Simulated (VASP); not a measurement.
Wanted: the native input for a VASP 6.6.1 run.

```yaml
Task: single point
Functional: LDA
Potentials_or_basis: VASP PAW LDA potentials, release 64 (Si)
Cutoff: 520 eV
k_mesh: 12 × 12 × 6
Occupations: gaussian, width 0.03 eV
Spin: no spin polarisation
Dipole_correction: no
Further_INCAR_settings: ALGO = Normal; EDIFF = 1e-06; NBANDS = 16
```

The structure of Si lies in POSCAR:

```
Si
1.0
    3.8313174605      0.0000000000      0.0000000000
   -1.9156587303      3.3180182508      0.0000000000
    0.0000000000      0.0000000000      6.3326220002
Si
4
Direct
    0.4237487492      0.8474974984     -0.0317379837
    0.6666666667      0.3333333333      0.5630095000
    0.3333333333      0.6666666667      0.4369905000
    0.6666666667      0.3333333333      0.9369905000
```

This cell differs from its parent crystal: atom 1 (Si) moved by (+0.600, -0.600) A along y and z.

The input as run:

INCAR

```
SYSTEM = Si
PREC = Accurate
ENCUT = 520
EDIFF = 1E-6
ISMEAR = 0
SIGMA = 0.03
LREAL = .False.
LASPH = .True.
NELM = 100
ALGO = Normal
ISIF = 2
LWAVE = .False.
LCHARG = .False.
GGA = CA
NBANDS = 16
```

KPOINTS

```
Automatic mesh
0
Gamma
  12 12 6
  0 0 0
```

Potentials or basis: VASP PAW LDA potentials, release 64 (Si).

Command:

```sh
$ cat potpaw_LDA.64/Si/POTCAR > POTCAR
$ mpirun -np 1 vasp_std > vasp.out
```

Results of the run:

* Pressure: 22.4 GPa
* Largest force: 28.020 eV/Å
* Band gap on the k mesh: zero (band 8 reaches 6.17 eV, above the bottom of band 9 at 4.88 eV)

Caveat: the cell differs from its parent crystal (atom 1 (Si) moved by (+0.600, -0.600) A along y and z); forces of over 1 eV/Å act on the atoms, so gaps and moduli don't describe the material at rest.

Run time: 5.1 min on 1 thread of AMD EPYC 7R13 (shared host), peak memory 0.29 GiB.
